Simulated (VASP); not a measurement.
A run of VASP 6.6.1 is set up as follows.

INCAR

```
ALGO = Normal
EDIFF = 1E-6
ENCUT = 520
GGA = PE
ISIF = 2
ISMEAR = 0
LASPH = T
LCHARG = F
LREAL = F
LWAVE = F
NBANDS = 12
NELM = 100
PREC = Accurate
SIGMA = 0.15
```

The input KPOINTS:

```
k-points
0
Gamma
  20 20 20
```

The input POSCAR:

```
Ta
1.0
   -1.7173312000      1.7173312000      1.5852288000
    1.7173312000     -1.7173312000      1.5852288000
    1.7173312000      1.7173312000     -1.5852288000
Ta
1
Direct
    0.0000000000      0.0000000000      0.0000000000
```

Potentials or basis: VASP PAW PBE potentials, release 64 (Ta_pv).

Command:

```sh
$ cat potpaw_PBE.64/Ta_pv/POTCAR > POTCAR
$ mpirun -np 1 vasp_std > vasp.out
```

Task: Estimate the pressure.

Result: -3.5 GPa.

Stress tensor (GPa, compression positive):
```
-5.58  0.00  0.00
 0.00 -5.58  0.00
 0.00  0.00  0.70
```

Caveat: the cell differs from its parent crystal (strain +0.040 along x and y, -0.040 along z).
